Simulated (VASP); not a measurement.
Input of a VASP 6.6.1 run:

File POSCAR:

```
Ru
1.0
    2.6895240366      0.0000000000      0.0000000000
   -1.3447620183      2.3291961398      0.0000000000
    0.0000000000      0.0000000000      4.2519208174
Ru
2
Direct
    0.3333333333      0.6666666667      0.2500000000
    0.6666666667      0.3333333333      0.7500000000
```

INCAR.step1

```
  PREC = Accurate
  ENCUT = 620
  ISMEAR = 0
  SIGMA = 0.1
  LREAL = F
  LASPH = T
  NELM = 120
  NBANDS = 23
  GGA = PE
  ALGO = Normal
  EDIFF = 1E-5
  LWAVE = T
  LCHARG = F
  GGA_COMPAT = F
```

The input INCAR.step2:

```
  PREC = Accurate
  ENCUT = 620
  EDIFF = 1E-6
  ISMEAR = 0
  SIGMA = 0.1
  LREAL = F
  LASPH = T
  NELM = 120
  ALGO = Normal
  ISIF = 2
  LWAVE = F
  LCHARG = F
  METAGGA = R2SCAN
  LMIXTAU = T
  NBANDS = 23
  ISTART = 1
  GGA_COMPAT = F
```

File KPOINTS:

```
Automatic mesh
0
Gamma
  18 18 10
```

Potentials or basis: VASP PAW PBE potentials, release 64 (Ru_sv).

The run is started by

```bash
$ cat potpaw_PBE.64/Ru_sv/POTCAR > POTCAR
$ cp INCAR.step1 INCAR
$ mpirun -np 1 vasp_std > vasp.out
$ cp INCAR.step2 INCAR
$ mpirun -np 1 vasp_std > vasp.out
```

(1) Predict the band gap on the k mesh.

(2) Estimate the pressure.

## Answers

(1) zero (bands 16 and 17 overlap by 3.35 eV).

(2) 4.6 GPa.

Caveat: the cell stands under pressure; the PAW data sets were made with another functional, which shifts forces and pressure a little.
